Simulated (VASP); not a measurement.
Here is a VASP 6.6.1 calculation.

INCAR

```
SYSTEM = Ge
ALGO = Normal
EDIFF = 1E-6
ENCUT = 520
GGA = PE
ISIF = 2
ISMEAR = -1
LASPH = .True.
LCHARG = .True.
LELF = .True.
LREAL = .False.
LVHAR = .True.
LWAVE = .False.
NBANDS = 21
NELM = 100
PREC = Accurate
SIGMA = 0.1
```

File KPOINTS:

```
k-points
0
Gamma
  6 6 6
  0 0 0
```

The input POSCAR:

```
Ge
1.0
    4.1290667667      0.0000000000      0.0000000000
    2.0645333834      3.5758767139      0.0000000000
    2.0645333834      1.1919589046      3.3713688974
Ge
2
Direct
    0.0000000000      0.0000000000      0.0000000000
    0.2500000000      0.2500000000      0.2500000000
```

Potentials or basis: VASP PAW PBE potentials, release 64 (Ge_d).

Run with:

```sh
$ cat potpaw_PBE.64/Ge_d/POTCAR > POTCAR
$ mpirun -np 1 vasp_std > vasp.out
```

Q: What does it give for the pressure?

A: -2.0 GPa.

Q: Predict the band gap on the k mesh.

A: Zero (band 14 reaches 4.12 eV, above the bottom of band 15 at 4.03 eV).

**The experiment to reproduce.**

From “Temperature-dependent photoluminescence in Ge: experiment and theory”, 2020, arxiv:2003.00143, for a bulk crystal of Ge at 0 K: band gap 0.744 eV (indirect).

Against the measured gap of Ge, 0.744 eV (indirect; 0 K; “Temperature-dependent photoluminescence in Ge: experiment and theory”, 2020, arxiv:2003.00143), the calculated 0.00 eV is off by -0.74 eV. 3 values of this kind are on record (0.666 to 0.807 eV); this one was drawn at random among those near their median. Spin-orbit coupling on Ge is left out. The value is that of PBE on a finite k mesh, which can miss the band edges, without temperature or zero-point motion. Semilocal functionals fall short of measured gaps as a rule.
